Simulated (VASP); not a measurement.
## SiC (Moissanite): single point with PBEsol

The system is SiC (Moissanite).

```
CELL_PARAMETERS angstrom
3.07585 0.00000 0.00000
-1.53793 2.66377 0.00000
0.00000 0.00000 5.04745
ATOMIC_POSITIONS crystal
Si 0.33333 0.66667 0.00458
Si 0.66667 0.33333 0.50458
C 0.33333 0.66667 0.38042
C 0.66667 0.33333 0.88042
```

```json
{
  "Program": "VASP 6.6.1",
  "Task": "single point",
  "Functional": "PBEsol",
  "Potentials or basis": "VASP PAW PBE potentials, release 64 (Si, C)",
  "Cutoff": "520 eV",
  "k mesh": "12 × 12 × 4",
  "Occupations": "fermi-dirac, width 0.1 eV",
  "Spin": "no spin polarisation",
  "Dipole correction": "no",
  "Further INCAR settings": "ALGO = Normal; EDIFF = 1e-06; NBANDS = 16"
}
```

```
Pressure               : 0.4 GPa
Band gap on the k mesh : 2.11 eV, indirect (least direct gap 3.85 eV)
```

Levels at points of the mesh, in eV from the valence-band top:
| k point | band 5 | band 6 | band 7 | band 8 | band 9 | band 10 | band 11 | band 12 |
| --- | --- | --- | --- | --- | --- | --- | --- | --- |
| (0.00, 0.00, 0.00) | -1.32 | -0.11 | 0.00 | 0.00 | 4.74 | 6.15 | 6.59 | 6.59 |
| (0.50, 0.00, 0.00) | -5.48 | -3.34 | -3.34 | -1.20 | 2.65 | 4.12 | 6.80 | 7.04 |
| (0.00, 0.00, 0.50) | -0.72 | -0.72 | -0.72 | -0.72 | 5.83 | 5.83 | 7.27 | 7.27 |
| (0.50, 0.00, 0.50) | -2.46 | -2.46 | -2.34 | -2.34 | 3.17 | 3.17 | 5.16 | 5.16 |

It took 17 s on 1 thread of AMD EPYC 9R45 96-Core Processor (Zen 5), on a shared host, peak memory 0.14 GiB.

Caveat: the PAW data sets were made with another functional, which shifts forces and pressure a little. A k mesh can miss the band edges.
